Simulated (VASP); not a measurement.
A run of VASP 6.6.1 is set up as follows.

File INCAR:

```
SYSTEM = Mg2NCl
PREC = Accurate ; ENCUT = 520
EDIFF = 1E-6 ; ISMEAR = -1
SIGMA = 0.3 ; LREAL = .False.
LASPH = .True. ; NELM = 80
ALGO = Normal ; ISIF = 2
LWAVE = .False. ; LCHARG = .False.
GGA = PS ; IVDW = 12
NBANDS = 16
```

The input KPOINTS:

```
regular mesh
0
Gamma
  7 7 7
  0 0 0
```

The input POSCAR:

```
Mg2NCl
1.0
    1.6180668729      0.9341908190      5.8489861139
   -1.6180668729      0.9341908190      5.8489861139
    0.0000000000     -1.8683826124      5.8489861139
Mg N Cl
2 1 1
Direct
    0.2228150000      0.2228150000      0.2228150000
    0.7771850000      0.7771850000      0.7771850000
    0.5000000000      0.5000000000      0.5000000000
    0.0000000000      0.0000000000      0.0000000000
```

Potentials or basis: VASP PAW PBE potentials, release 64 (Mg, N, Cl).

The run is started by

```bash
$ cat potpaw_PBE.64/Mg/POTCAR potpaw_PBE.64/N/POTCAR potpaw_PBE.64/Cl/POTCAR > POTCAR
$ mpirun -np 1 vasp_std > vasp.out
```

Q: What does it give for the pressure?

A: 1.4 GPa.

Q: Estimate the largest force.

A: 0.298 eV/Å.

Q: Predict the dispersion energy per atom.

A: -0.264 eV.

Q: Estimate the band gap on the k mesh.

A: 2.69 eV, direct.

Stress tensor (GPa, compression positive):
```
1.72 0.00 0.00
0.00 1.72 0.00
0.00 0.00 0.70
```

Caveat: three body term missing; the PAW data sets were made with another functional, which shifts forces and pressure a little. A k mesh can miss the band edges.
